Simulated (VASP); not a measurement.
Write the native input for VASP 6.6.1 that does the following.

```
Task                   : single point
Functional             : PBE
Potentials or basis    : VASP PAW PBE potentials, release 64 (In_d, As)
Cutoff                 : 520 eV
k mesh                 : 12 × 12 × 12
Occupations            : gaussian, width 0.1 eV
Spin                   : no spin polarisation
Dipole correction      : no
Further INCAR settings : ALGO = Normal; EDIFF = 1e-06; NBANDS = 30
```

The structure of In3As lies in POSCAR:

```
In3As
1.0
    3.0682678770      1.7714652847      4.6388797384
   -3.0682678770      1.7714652847      4.6388797384
    0.0000000000     -3.5429305694      4.6388797384
In As
3 1
Direct
    0.5000000000      0.5000000000      0.0000000000
    0.0000000000      0.5000000000      0.5000000000
    0.5000000000      0.0000000000      0.5000000000
    0.5000000000      0.5000000000      0.5000000000
```

One way to write it, as run:

INCAR

```
PREC = Accurate
ENCUT = 520
EDIFF = 1E-6
ISMEAR = 0
SIGMA = 0.1
LREAL = False
LASPH = True
NELM = 100
ALGO = Normal
ISIF = 2
LWAVE = False
LCHARG = False
GGA = PE
NBANDS = 30
```

KPOINTS

```
Automatic mesh
0
Gamma
  12 12 12
```

Potentials or basis: VASP PAW PBE potentials, release 64 (In_d, As).

Run with:

```bash
$ cat potpaw_PBE.64/In_d/POTCAR potpaw_PBE.64/As/POTCAR > POTCAR
$ mpirun -np 1 vasp_std > vasp.out
```

It gave:

The pressure is 0.0 GPa. The band gap on the k mesh is zero (band 22 reaches 4.07 eV, above the bottom of band 23 at 2.17 eV).

Caveat: spin-orbit coupling is left out, which moves the levels of the heavy elements.

Run time: 15 min on 1 thread of Intel(R) Xeon(R) Platinum 8259CL CPU @ 2.50GHz (Skylake/Cascade Lake), with other jobs on the host, peak memory 0.84 GiB.
